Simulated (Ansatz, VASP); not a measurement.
# Two plane-wave programs on CdS

Contents of POSCAR:

```
CdS
1.0
   -0.0419800000      2.7672100000      2.7650800000
    2.7301900000      0.0098600000      2.7132500000
    2.7615600000      2.7467400000     -0.0215100000
Cd S
1 1
Direct
    0.9996000000      0.9547700000      0.0408100000
    0.5034100000      0.4798200000      0.5251900000
```

The input INCAR.step1:

```
SYSTEM = CdS
PREC = Accurate ; ENCUT = 520
ISMEAR = 0 ; SIGMA = 0.02
LREAL = .FALSE. ; LASPH = .TRUE.
NELM = 80 ; NBANDS = 16
GGA = PE ; ALGO = Normal
EDIFF = 1E-4 ; LWAVE = .TRUE.
LCHARG = .FALSE.
```

File INCAR.step2:

```
SYSTEM = CdS
PREC = Accurate ; ENCUT = 520
EDIFF = 1E-6 ; ISMEAR = 0
SIGMA = 0.02 ; LREAL = .FALSE.
LASPH = .TRUE. ; NELM = 80
ALGO = Normal ; ISIF = 2
LWAVE = .FALSE. ; LCHARG = .FALSE.
METAGGA = R2SCAN ; LMIXTAU = .TRUE.
NBANDS = 16 ; ISTART = 1
```

KPOINTS

```
Automatic mesh
0
G
  3 4 3
  0 0 0
```

Input for Ansatz:

```yaml
crystal:
  lattice:
    - [-0.04198, 2.76721, 2.76508]
    - [2.73019, 0.00986, 2.71325]
    - [2.76156, 2.74674, -0.02151]
  atoms:
    - { symbol: Cd, position: [0.9996, 0.95477, 0.04081] }
    - { symbol: S, position: [0.50341, 0.47982, 0.52519] }
kpoints:
  mp_grid:
    grid: [3, 4, 3]
hamiltonian:
  xc: r2scan
scf:
  occupations:
    method: gaussian
    width: 0.02
output:
  write_density: true
  write_potential: true
  volumetric_format: npy
  elf: true
  band_densities:
    - { bands: [v1, v1] }
    - { bands: [c1, c1] }
  dos:
    de: 0.05
    method:
      smearing:
        sigma: 0.15
```

Alike in both runs: task single point; functional r2SCAN; k mesh 3 × 4 × 3; occupations gaussian, width 0.02 eV; no spin polarisation.

|  | VASP | Ansatz |
| --- | --- | --- |
| version | VASP 6.6.1 | Ansatz 0.2.0 |
| potentials or method | VASP PAW PBE potentials, release 64 (Cd, S) | plane waves, PAW |
| plane-wave cutoff (eV) | 520 | 500 |
| valence electrons in the cell | 18 | 26 |

```tsv
	VASP	Ansatz	Ansatz less VASP
gap on the k mesh at the Fermi level (eV)	1.42	1.43	+0.016
```

VASP's potentials were made for PBE, not for r2SCAN. VASP's potentials hold 18 valence electrons a cell and Ansatz's 26, so a difference there can come from the potentials and not from the codes.

The k mesh is coarse, so the values compare programs but aren't converged.
